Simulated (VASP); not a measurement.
Here is a VASP 6.6.1 calculation.

Contents of INCAR:

```
PREC = Accurate
ENCUT = 520
EDIFF = 1E-6
ISMEAR = 0
SIGMA = 0.05
LREAL = F
LASPH = T
NELM = 150
ALGO = Normal
ISIF = 2
LWAVE = F
LCHARG = T
LMAXMIX = 4
LDAU = T
LDAUTYPE = 2
LDAUL = -1 2 -1
LDAUU = 0 4 0
LDAUJ = 0 0 0
LDAUPRINT = 1
GGA = PE
LELF = T
LVHAR = T
NBANDS = 28
```

The input KPOINTS:

```
Automatic mesh
0
Gamma
  6 6 6
```

Contents of POSCAR:

```
BaTiO3
1.0
    3.8078084423      0.0000000000      0.0000000000
    0.0000000000      2.7296174090      2.9580664015
    0.0000000000     -2.7296174090      2.9580664015
Ba Ti O
1 1 3
Direct
    0.0000000000      0.0080771898      0.0080771898
    0.5000000000      0.5197092923      0.5197092923
    0.0000000000      0.4916268263      0.4916268263
    0.5000000000      0.4938075436      0.9829991481
    0.5000000000      0.9829991481      0.4938075436
```

Potentials or basis: VASP PAW PBE potentials, release 64 (Ba_sv, Ti_sv, O).

Command:

```console
$ cat potpaw_PBE.64/Ba_sv/POTCAR potpaw_PBE.64/Ti_sv/POTCAR potpaw_PBE.64/O/POTCAR > POTCAR
$ mpirun -np 1 vasp_std > vasp.out
```

(1) Predict the pressure.

(2) Predict the band gap on the k mesh.

(3) Estimate the largest force.

Answers

(1) 20.2 GPa.

(2) 2.47 eV, indirect (least direct gap 2.73 eV).

(3) 0.924 eV/Å.

Caveat: the cell differs from its parent crystal (strain -0.050 along x and y, +0.025 along z); spin-orbit coupling is left out, which moves the levels of the heavy elements.
